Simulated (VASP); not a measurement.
# NaF (Fm-3m) in VASP: a series of runs

The runs below take NaF through vibrations by perturbation theory, elastic constants, with PBE.

All numbers are computed with VASP 6.6.1; they aren't measurements. Logs are shortened: lines on timing, memory, paths and dates and some standing lists are left out, and cuts for length are marked.

## 1. The cell of the first run

Symmetry: Fm-3m, No. 225, cubic system. The conventional cell has a = 4.701 Å, b = 4.701 Å, c = 4.701 Å, α = 90.00°, β = 90.00°, γ = 90.00°. Within 3.1 Å of Na (site symmetry m-3m) lie 6 F at 2.35 Å. F (site symmetry m-3m) has 6 Na at 2.35 Å within 3.1 Å.

## 2. Vibrations by perturbation theory, PBE

INCAR

```
ALGO = Normal
EDIFF = 1E-8
ENCUT = 520
GGA = PE
IBRION = 8
ISIF = 2
ISMEAR = 0
LASPH = T
LCHARG = F
LEPSILON = T
LREAL = F
LWAVE = F
NBANDS = 14
NELM = 100
NSW = 1
PREC = Accurate
SIGMA = 0.01
```

KPOINTS

```
k-points
0
Gamma
  8 8 8
```

POSCAR

```
NaF
1.0
    0.0000000000      2.3505835796      2.3505835796
    2.3505835796      0.0000000000      2.3505835796
    2.3505835796      2.3505835796      0.0000000000
Na F
1 1
Direct
    0.0000000000      0.0000000000      0.0000000000
    0.5000000000      0.5000000000      0.5000000000
```

Potentials or basis: VASP PAW PBE potentials, release 64 (Na_pv, F).

Run with:

```bash
cat potpaw_PBE.64/Na_pv/POTCAR potpaw_PBE.64/F/POTCAR > POTCAR
mpirun -np 1 vasp_std > vasp.out
```

OUTCAR:

```text
EDIFF = 1E-8
   ENCUT = 520
   GGA = PE
   IBRION = 8
   ISIF = 2
   ISMEAR = 0
   LASPH = T
   LEPSILON = T
   LREAL = F
   NELM = 100
   NSW = 1
   PREC = Accurate

 ion  position               nearest neighbor table
   1  0.000  0.000  0.000-
   2  0.500  0.500  0.500-

  LATTYP: Found a face centered cubic cell.
 ALAT       =     4.7011671592

  Lattice vectors:

 A1 = (   0.0000000000,   2.3505835796,   2.3505835796)
 A2 = (   2.3505835796,   0.0000000000,   2.3505835796)
 A3 = (   2.3505835796,   2.3505835796,   0.0000000000)

Analysis of symmetry for initial positions (statically):
=====================================================================
 Subroutine PRICEL returns:
 Original cell was already a primitive cell.

 Routine SETGRP: Setting up the symmetry group for a
 face centered cubic supercell.

 Subroutine GETGRP returns: Found 48 space group operations
 (whereof 48 operations were pure point group operations)
 out of a pool of 48 trial point group operations.

The static configuration has the point symmetry O_h .

Analysis of symmetry for dynamics (positions and initial velocities):
=====================================================================
 Subroutine PRICEL returns:
 Original cell was already a primitive cell.

 Routine SETGRP: Setting up the symmetry group for a
 face centered cubic supercell.

 Subroutine GETGRP returns: Found 48 space group operations
 (whereof 48 operations were pure point group operations)
 out of a pool of 48 trial point group operations.

The dynamic configuration has the point symmetry O_h .

 Subroutine INISYM returns: Found 48 space group operations
 (whereof 48 operations are pure point group operations),
 and found     1 'primitive' translations

----------------------------------------------------------------------------------------

                                     Primitive cell

[... 636 lines left out ...]
     0.00000 -0.01199  0.00000
     0.00000  0.00000 -0.01199

 MACROSCOPIC STATIC DIELECTRIC TENSOR (including local field effects in DFT)
 ------------------------------------------------------
           1.851368    -0.000000     0.000000
          -0.000000     1.851368     0.000000
          -0.000000     0.000000     1.851368
 ------------------------------------------------------

 PIEZOELECTRIC TENSOR (including local field effects)  for field in x, y, z        (e  Angst)
          XX          YY          ZZ          XY          YZ          ZX
  --------------------------------------------------------------------------------
  x     0.00000     0.00000     0.00000     0.00000     0.00000     0.00000
  y     0.00000     0.00000     0.00000     0.00000     0.00000     0.00000
  z     0.00000     0.00000     0.00000     0.00000     0.00000     0.00000

 PIEZOELECTRIC TENSOR (including local field effects)  for field in x, y, z        (C/m^2)
          XX          YY          ZZ          XY          YZ          ZX
  --------------------------------------------------------------------------------
  x     0.00000     0.00000     0.00000     0.00000     0.00000     0.00000
  y     0.00000     0.00000     0.00000     0.00000     0.00000     0.00000
  z     0.00000     0.00000     0.00000     0.00000     0.00000     0.00000

 BORN EFFECTIVE CHARGES (including local field effects) (in |e|, cummulative output)
 ---------------------------------------------------------------------------------
 ion    1
    1     1.01441     0.00000     0.00000
    2     0.00000     1.01441     0.00000
    3     0.00000     0.00000     1.01441
 ion    2
    1    -1.01441     0.00000     0.00000
    2     0.00000    -1.01441     0.00000
    3     0.00000     0.00000    -1.01441

 INTERNAL STRAIN TENSOR FOR ION    2 for displacements in x,y,z  (eV/Angst):
          X           Y           Z          XY          YZ          ZX
  --------------------------------------------------------------------------------
  x     0.00000     0.00000     0.00000     0.00000     0.00000     0.00000
  y     0.00000     0.00000     0.00000     0.00000     0.00000     0.00000
  z     0.00000     0.00000     0.00000     0.00000     0.00000     0.00000

 SECOND DERIVATIVES (NOT SYMMETRIZED)
 ------------------------------------
               1X          1Y          1Z          2X          2Y          2Z
  1X    -2.009456    0.000000    0.000000    2.009456    0.000000    0.000000
  1Y     0.000000   -2.009456    0.000000    0.000000    2.009456    0.000000
  1Z     0.000000    0.000000   -2.009456    0.000000    0.000000    2.009456
  2X     1.963193    0.000000    0.000000   -1.963193    0.000000    0.000000
  2Y     0.000000    1.963193    0.000000    0.000000   -1.963193    0.000000
  2Z     0.000000    0.000000    1.963193    0.000000    0.000000   -1.963193

 Eigenvectors and eigenvalues of the dynamical matrix
 ----------------------------------------------------

   1 f  =    6.827815 THz    42.900426 2PiTHz  227.751391 cm-1    28.237561 meV
             X         Y         Z           dx          dy          dz
      0.000000  0.000000  0.000000     0.656690    0.164316   -0.000000
      2.350584  2.350584  2.350584    -0.714029   -0.178663    0.000000
[... 21 lines left out ...]
   6 f/i=    0.039618 THz     0.248928 2PiTHz    1.321518 cm-1     0.163847 meV
             X         Y         Z           dx          dy          dz
      0.000000  0.000000  0.000000     0.109598   -0.607530   -0.400816
      2.350584  2.350584  2.350584     0.100797   -0.558744   -0.368629

--------------------------------------------------------------------------------------------------------

 MACROSCOPIC STATIC DIELECTRIC TENSOR IONIC CONTRIBUTION
 ------------------------------------------------------
           3.608745    -0.000000    -0.000000
          -0.000000     3.608745    -0.000000
          -0.000000    -0.000000     3.608745
 ------------------------------------------------------

 ELASTIC MODULI CONTR FROM IONIC RELAXATION (kBar)
 Direction    XX          YY          ZZ          XY          YZ          ZX
 --------------------------------------------------------------------------------
 XX           0.0000      0.0000      0.0000      0.0000      0.0000      0.0000
 YY           0.0000      0.0000      0.0000      0.0000      0.0000      0.0000
 ZZ           0.0000      0.0000      0.0000      0.0000      0.0000      0.0000
 XY           0.0000      0.0000      0.0000      0.0000      0.0000      0.0000
 YZ           0.0000      0.0000      0.0000      0.0000      0.0000      0.0000
 ZX           0.0000      0.0000      0.0000      0.0000      0.0000      0.0000
 --------------------------------------------------------------------------------

 PIEZOELECTRIC TENSOR IONIC CONTR  for field in x, y, z        (C/m^2)
          XX          YY          ZZ          XY          YZ          ZX
  --------------------------------------------------------------------------------
  x     0.00000     0.00000     0.00000     0.00000     0.00000     0.00000
  y     0.00000     0.00000     0.00000     0.00000     0.00000     0.00000
  z     0.00000     0.00000     0.00000     0.00000     0.00000     0.00000
```

stdout:

```text
POSCAR found type information on POSCAR NaF
 POSCAR found :  2 types and       2 ions
 scaLAPACK will be used
 LDA part: xc-table for (Slater+PW92), standard interpolation
 POSCAR, INCAR and KPOINTS ok, starting setup
 FFT: planning ... GRIDC
 FFT: planning ... GRID_SOFT
 FFT: planning ... GRID
 WAVECAR not read
 entering main loop
[... 23 lines left out ...]
  Direction:   3
 dielectric tensor                  component  3 :    -0.005     0.029     1.851
 Linear response DOF=           2
 Linear response progress:
 first order change of Fermi-energy  -0.22117E-04
 force on displaced ion       1 direction 1 :  -2.009   0.000   0.000
 Born effective charge ion    1 direction 1 :   1.014   0.000   0.000
 Linear response progress:
 first order change of Fermi-energy   0.18054E-03
 force on displaced ion       2 direction 1 :  -1.963   0.000   0.000
 Born effective charge ion    2 direction 1 :  -1.015   0.000   0.000
 Born effective charges drift removed
 Linear response finished
```

Run time: 2.3 min. Hardware: 1 thread of Intel Xeon Platinum 8488C (Sapphire Rapids), shared host; peak memory 0.2 GiB.

Results:

| Item | Value |
| --- | --- |
| Electronic dielectric tensor (diagonal) | 1.85 |
| Born charges (mean of the diagonal) | Na +1.01; F -1.01 e |
| Highest phonon frequency at Γ, LO-TO splitting left out | 228 cm⁻¹ |

Phonon frequencies in cm⁻¹ (negative: imaginary):
| q point | frequencies |
| --- | --- |
| (0.000, 0.000, 0.000) | -1 -1 -1 228 228 228 |

Electronic dielectric tensor:
```
1.85 0.00 0.00
0.00 1.85 0.00
0.00 0.00 1.85
```

Born effective charge tensors (e):
atom 1, Na
```
1.01 0.00 0.00
0.00 1.01 0.00
0.00 0.00 1.01
```
atom 2, F
```
-1.01  0.00  0.00
 0.00 -1.01  0.00
 0.00  0.00 -1.01
```

## 3. Elastic constants, PBE

INCAR

```
ALGO = Normal ; EDIFF = 1E-8
ENCUT = 600 ; GGA = PE
IBRION = 6 ; ISIF = 3
ISMEAR = 0 ; LASPH = True
LCHARG = False ; LREAL = False
LWAVE = False ; NELM = 100
NFREE = 2 ; NSW = 1
POTIM = 0.015 ; PREC = Accurate
SIGMA = 0.01
```

KPOINTS is that of step 2.

POSCAR is that of step 2.

Potentials or basis: VASP PAW PBE potentials, release 64 (Na_pv, F).

Run with:

```bash
cat potpaw_PBE.64/Na_pv/POTCAR potpaw_PBE.64/F/POTCAR > POTCAR
mpirun -np 1 vasp_std > vasp.out
```

Run time: 3.7 min. Hardware: 1 thread of Intel Xeon Platinum 8488C (Sapphire Rapids), shared host; peak memory 0.22 GiB.

It converged, with:

```yaml
Elastic_constants_C11_C12_C44: 90, 21, 26 GPa
Voigt_bulk_modulus: 44 GPa
Highest_phonon_frequency_at_Γ_LO-TO_splitting_left_out: 227 cm⁻¹
```

Phonon frequencies in cm⁻¹ (negative: imaginary):
```
              q point           frequencies
(0.000, 0.000, 0.000)  -1 -1 -1 227 227 227
```

Elastic tensor in Voigt notation (GPa, in the Cartesian axes of the cell as first typed):
```
90 21 21  0  0  0
21 90 21  0  0  0
21 21 90  0  0  0
 0  0  0 26  0  0
 0  0  0  0 26  0
 0  0  0  0  0 26
```

Clamped-ion elastic tensor (GPa):
```
90 21 21  0  0  0
21 90 21  0  0  0
21 21 90  0  0  0
 0  0  0 26  0  0
 0  0  0  0 26  0
 0  0  0  0  0 26
```
